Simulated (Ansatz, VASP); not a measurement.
# One calculation of GaO3, two programs

```
Ga O
1.0
    -2.07560    2.07560    2.07560
     2.07560   -2.07560    2.07560
     2.07560    2.07560   -2.07560
Ga O
1 3
Direct
  0.00000 0.00000 0.00000
  0.00000 0.50000 0.50000
  0.50000 0.00000 0.50000
  0.50000 0.50000 0.00000
```

Alike in both runs: task relaxation of cell and atoms; functional PBE; k mesh 16 × 16 × 16; occupations gaussian, width 0.1 eV; no spin polarisation.

|  | VASP | Ansatz |
| --- | --- | --- |
| version | VASP 6.6.1 | Ansatz 0.2.0 |
| potentials or method | VASP PAW PBE potentials, release 64 (Ga_d, O), cutoff 600 eV | scalar-relativistic, plane waves, PAW |
| valence electrons in the cell | 31 | 31 |

|  | VASP | Ansatz | Ansatz less VASP |
| --- | --- | --- | --- |
| gap on the k mesh at the Fermi level, each at its own relaxed structure (eV) | none | none | - |
| relaxed volume (Å³/atom) | 9.02 | 9.01 | -0.014 |
| relaxed cell length with the largest relative difference (Å) | 3.606 | 3.604 | -0.0019 |

A gap of «none» marks a metal or a gap that the smearing closes.
